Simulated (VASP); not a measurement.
# Li (P1) in VASP: further runs, part 3 of 3

VASP 6.6.1. Earlier steps stand in the parts before.

## Step 5: Single point, LDA

The input, INCAR:

```
PREC = Accurate
ENCUT = 520
EDIFF = 1E-6
ISMEAR = -1
SIGMA = 0.16
LREAL = Auto
LASPH = T
NELM = 80
ALGO = Normal
ISIF = 2
LWAVE = F
LCHARG = F
NBANDS = 38
```

The input, KPOINTS:

```
regular mesh
0
Gamma
  2 2 2
```

The input, POSCAR:

```
Li
1.0
    7.0944470000      0.0000000000      0.0000000000
    0.0000000000      7.0944470000      0.0000000000
    0.0000000000      0.0000000000      7.0944470000
Li
16
Direct
   -0.0175489365      0.2390884025     -0.0189021075
    0.1998746343     -0.7048188534      0.2399764210
   -0.3764211643      0.8445196645      0.4172841097
    0.2615143929     -0.3123146878      0.3741658793
   -0.1919952323     -0.1619012729      0.1056037208
    0.2596678783      0.1051526638      0.5593247789
    0.7053121970      1.1632478190      0.7229879933
    0.9011977960      0.1179232152      0.3514438828
   -0.1671589061      0.5082284779      0.2490680387
    0.4134360296      0.6809128322     -0.3202222809
    0.5468220426      0.3704587546      0.4084744026
    0.9224115706      0.6208799643      0.5874594595
    0.5830757492      0.5347844589     -0.0044541879
    0.3479481910      0.0242302184      0.9784413077
    0.2355645197      1.3528468110      0.7492197771
    1.1101640480      0.6262785528      1.0301014300
```

Potentials or basis: VASP PAW LDA potentials, release 64 (Li_sv).

Run with:

```bash
cat potpaw_LDA.64/Li_sv/POTCAR > POTCAR
mpirun -np 1 vasp_std > vasp.out
```

OUTCAR:

```text
PREC = Accurate
   ENCUT = 520
   EDIFF = 1E-6
   ISMEAR = -1
   LREAL = Auto
   LASPH = T
   NELM = 80
   ISIF = 2

 ion  position               nearest neighbor table
   1  0.982  0.239  0.981-   2 2.43  15 2.57
   2  0.200  0.295  0.240-   1 2.43   8 2.59
   3  0.624  0.845  0.417-   5 2.57
   4  0.262  0.688  0.374-  10 2.42
   5  0.808  0.838  0.106-   9 2.56   3 2.57
   6  0.260  0.105  0.559-  15 2.22
   7  0.705  0.163  0.723-
   8  0.901  0.118  0.351-   2 2.59
   9  0.833  0.508  0.249-  11 2.52  13 2.53   5 2.56
  10  0.413  0.681  0.680-   4 2.42
  11  0.547  0.370  0.408-   9 2.52
  12  0.922  0.621  0.587-
  13  0.583  0.535  0.996-   9 2.53
  14  0.348  0.024  0.978-
  15  0.236  0.353  0.749-   6 2.22   1 2.57
  16  0.110  0.626  0.030-

  LATTYP: Found a simple cubic cell.
 ALAT       =     7.0944470000

  Lattice vectors:

 A1 = (   7.0944470000,   0.0000000000,   0.0000000000)
 A2 = (   0.0000000000,   7.0944470000,   0.0000000000)
 A3 = (   0.0000000000,   0.0000000000,   7.0944470000)

Analysis of symmetry for initial positions (statically):
=====================================================================
 Subroutine PRICEL returns:
 Original cell was already a primitive cell.

 Routine SETGRP: Setting up the symmetry group for a
 simple cubic supercell.

 Subroutine GETGRP returns: Found  1 space group operations
 (whereof  1 operations were pure point group operations)
 out of a pool of 48 trial point group operations.

The static configuration has the point symmetry C_1 .

Analysis of symmetry for dynamics (positions and initial velocities):
=====================================================================
 Subroutine PRICEL returns:
[... 140 lines left out ...]
     AMIX_MAG =   1.60;   BMIX_MAG =  1.00
  volume/ion in A,a.u.               =      22.32       150.60
  Fermi-wavevector in a.u.,A,eV,Ry     =   0.838629  1.584780  9.568965  0.703299
  Thomas-Fermi vector in A             =   1.952715
   LORBIT       =      0    0 simple, 1 ext, 2 COOP (PROOUT), +10 PAW based schemes
   GGA     = CA    functional components
   LHFCALC =     F    Hartree Fock is set to
   AEXX    =    0.0000 exact exchange contribution
   IVDW    =     0    specifies the selected vdW correction
   LEPSILON=     F    determine dielectric tensor
   LRPA    =     F    only Hartree local field effects (RPA)
 non-spin polarized calculation
  energy-cutoff  :      520.00
  volume of cell :      357.07
 maximum number of plane-waves:      9771
 NGX is ok and might be reduce to    54
   NGX = 27   NGY = 27   NGZ = 27

 number of electron      47.9999999 magnetization

 Free energy of the ion-electron system (eV)
  ---------------------------------------------------
  ext. energy  EPLUGINS =         0.00000000
  ---------------------------------------------------
  free energy    TOTEN  =       -29.54734443 eV

  energy without entropy =      -28.86000514  energy(sigma->0) =      -29.20367479

 E-fermi :   0.1780     XC(G=0):  -6.8487

 val. band max:        0.1363065656   @ k =   0.5000   0.5000   0.0000
 cond. band min:       0.1869508343   @ k =   0.0000   0.5000   0.0000
 fundamental gap:      0.0506442686
 Fermi energy:         0.1779699422

 k-point     1 :       0.0000    0.0000    0.0000
  band No.  band energies     occupation
      1     -46.0085      2.00000
      2     -45.8575      2.00000
      3     -45.8107      2.00000
      4     -45.7933      2.00000
      5     -45.7832      2.00000
      6     -45.6975      2.00000
[... 301 lines left out ...]
     35       3.1801      0.00000
     36       3.4424      0.00000
 [bands above 36 left out]

------------------------ aborting loop because EDIFF is reached ----------------------------------------

  FORCE on cell =-STRESS in cart. coord.  units (eV):
  Direction    XX          YY          ZZ          XY          YZ          ZX
  --------------------------------------------------------------------------------------
  -------------------------------------------------------------------------------------
  Total       -0.5857923     -2.1870472      2.0176577      2.0073480     -0.4368026      1.1274391
  in kB       -2.6284433     -9.8132550      9.0532067      9.0069468     -1.9599280      5.0588058
  external PRESSURE =      -1.1294972 kB  Pullay stress =       0.0000000 kB

 VOLUME and BASIS-vectors are now :
 -----------------------------------------------------------------------------
  energy-cutoff  :      520.00
  volume of cell :      357.07
      direct lattice vectors                 reciprocal lattice vectors
     7.094447000  0.000000000  0.000000000     0.140955313  0.000000000  0.000000000
     0.000000000  7.094447000  0.000000000     0.000000000  0.140955313  0.000000000
     0.000000000  0.000000000  7.094447000     0.000000000  0.000000000  0.140955313

 POSITION                                       TOTAL-FORCE (eV/Angst)
 -----------------------------------------------------------------------------------
      6.96995      1.69620      6.96035        -0.488856     -0.102694     -0.237723
      1.41800      2.09415      1.70250         0.482795      0.421064      0.119230
      4.42395      5.99140      2.96040        -0.218124      0.157286      0.004530
      1.85530      4.87875      2.65450        -0.301159      0.056345     -0.533721
      5.73235      5.94585      0.74920         0.028235      0.474475     -0.546495
      1.84220      0.74600      3.96810         0.053034     -1.008660     -0.253680
[... 8 lines left out ...]
      1.67120      2.50325      5.31530         0.070276      0.739903      0.157558
      0.78155      4.44310      0.21355         0.298107      0.143496     -0.441912
 -----------------------------------------------------------------------------------
    total drift:                               -0.002439      0.009811      0.000347

  FREE ENERGIE OF THE ION-ELECTRON SYSTEM (eV)
  ---------------------------------------------------
  free  energy   TOTEN  =       -29.5473444345 eV

  energy  without entropy=      -28.8600051448  energy(sigma->0) =      -29.20367479
```

Run time: 93 s. Hardware: 1 thread of Intel Xeon Platinum 8488C (Sapphire Rapids), shared host; peak memory 0.3 GiB.

Results:

```yaml
Free_energy: -29.5473 eV
Largest_force: 1.041 eV/Å
Band_gap_on_the_k_mesh: zero (band 24 reaches 0.69 eV, above the bottom of band 25 at -0.09 eV)
```

Forces in eV/Å, atoms in the order of the input:
```
Li  -0.489 -0.103 -0.238
Li   0.483  0.421  0.119
Li  -0.218  0.157  0.005
Li  -0.301  0.056 -0.534
Li   0.028  0.474 -0.546
Li   0.053 -1.009 -0.254
Li  -0.203 -0.008 -0.014
Li  -0.011 -0.045  0.297
Li   0.390 -0.316  0.254
Li   0.211  0.129  0.540
Li  -0.176 -0.047  0.161
Li   0.032 -0.070  0.429
Li  -0.346 -0.315 -0.112
Li   0.179 -0.209  0.177
Li   0.070  0.740  0.158
Li   0.298  0.143 -0.442
```

Levels at points of the mesh, in eV from the Fermi level:
```
           k point  band 21  band 22  band 23  band 24  band 25  band 26
(0.00, 0.00, 0.00)    -0.92    -0.80    -0.72     0.51     0.62     0.73
(0.50, 0.00, 0.00)    -0.55    -0.49    -0.40    -0.32    -0.27    -0.19
(0.00, 0.50, 0.00)    -0.58    -0.51    -0.39    -0.26    -0.06     0.01
(0.00, 0.00, 0.50)    -0.60    -0.44    -0.37    -0.34    -0.25    -0.13
(0.50, 0.50, 0.00)    -0.41    -0.12    -0.04     0.05     0.12     0.29
(0.00, 0.50, 0.50)    -0.39    -0.26    -0.15     0.03     0.15     0.40
(0.50, 0.00, 0.50)    -0.44    -0.24    -0.08     0.03     0.14     0.51
(0.50, 0.50, 0.50)    -1.48    -1.43    -1.33    -1.14     1.35     1.54
```

Caveat: the k points lie up to 0.44 Å⁻¹ apart; the cutoff is under 1.25 times the usual one of these potentials, so pressure, stress and relaxed cells hold a basis-set (Pulay) error; forces of over 1 eV/Å act on the atoms, so gaps and moduli don't describe the material at rest.
